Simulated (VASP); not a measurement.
Set up this calculation in VASP 6.6.1, as the native input.

```yaml
Task: single point
Functional: PBEsol
Potentials_or_basis: VASP PAW PBE potentials, release 64 (Mn_pv, S)
Cutoff: 520 eV
k_mesh: 8 × 8 × 8
Occupations: fermi-dirac, width 0.05 eV
Spin: collinear spin, zero start
Starting_moments: "[0.0, 0.0] μB"
Fixed_moment: 0 μB
Dipole_correction: no
Further_INCAR_settings: ALGO = Normal; EDIFF = 1e-07; NBANDS = 20
```

The structure of MnS lies in POSCAR:

```
MnS
1.0
    0.0000000000      2.4734634191      2.4734634191
    2.4734634191      0.0000000000      2.4734634191
    2.4734634191      2.4734634191      0.0000000000
Mn S
1 1
Direct
    0.0000000000      0.0000000000      0.0000000000
    0.7500000000      0.7500000000      0.7500000000
```

These files were run (other wordings do the same):

INCAR

```
PREC = Accurate
ENCUT = 520
EDIFF = 1E-7
ISMEAR = -1
SIGMA = 0.05
LREAL = False
LASPH = True
NELM = 150
ALGO = Normal
ISIF = 2
LWAVE = False
LCHARG = False
ISPIN = 2
MAGMOM = 0 0
LORBIT = 11
NUPDOWN = 0.0
LMAXMIX = 4
GGA = PS
NBANDS = 20
```

KPOINTS

```
Automatic mesh
0
Gamma
  8 8 8
```

Potentials or basis: VASP PAW PBE potentials, release 64 (Mn_pv, S).

Command:

```console
$ cat potpaw_PBE.64/Mn_pv/POTCAR potpaw_PBE.64/S/POTCAR > POTCAR
$ mpirun -np 1 vasp_std > vasp.out
```

It gave:

- Pressure: -2.9 GPa
- Net moment: 0.00 μB per cell
- Valence electrons inside the program's atomic spheres: Mn 12.04; S 3.72

Caveat: the PAW data sets were made with another functional, which shifts forces and pressure a little; the total moment is fixed, so each spin has its own Fermi level.

Wall time 24 s on 1 thread of Intel(R) Xeon(R) Platinum 8559C (Emerald Rapids) (shared host), peak memory 0.18 GiB.
